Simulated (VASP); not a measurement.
Here is a VASP 6.6.1 calculation.

The input INCAR:

```
SYSTEM = Pd
PREC = Accurate
ENCUT = 600
EDIFF = 1E-7
ISMEAR = 0
SIGMA = 0.1
LREAL = .False.
LASPH = .True.
NELM = 100
ALGO = Normal
ISIF = 3
LWAVE = .False.
LCHARG = .False.
GGA = PS
IBRION = 2
NSW = 70
EDIFFG = -0.005
```

File KPOINTS:

```
Automatic mesh
0
Gamma
  18 18 18
  0 0 0
```

POSCAR

```
Pd
1.0
    0.0000000000      1.9711878716      1.9711878716
    1.9711878716      0.0000000000      1.9711878716
    1.9711878716      1.9711878716      0.0000000000
Pd
1
Direct
    0.0000000000      0.0000000000      0.0000000000
```

Potentials or basis: VASP PAW PBE potentials, release 64 (Pd).

Launch:

```sh
$ cat potpaw_PBE.64/Pd/POTCAR > POTCAR
$ mpirun -np 1 vasp_std > vasp.out
```

(1) Predict the relaxed cell.

(2) Predict the band gap on the k mesh.

(3) Predict the space group after relaxing (to 0.1 Å).

Results:

(1) a = 2.739 Å, b = 2.739 Å, c = 2.739 Å, α = 60.00°, β = 60.00°, γ = 60.00°.

(2) zero (bands 5 and 6 overlap by 1.63 eV).

(3) Fm-3m (No. 225).
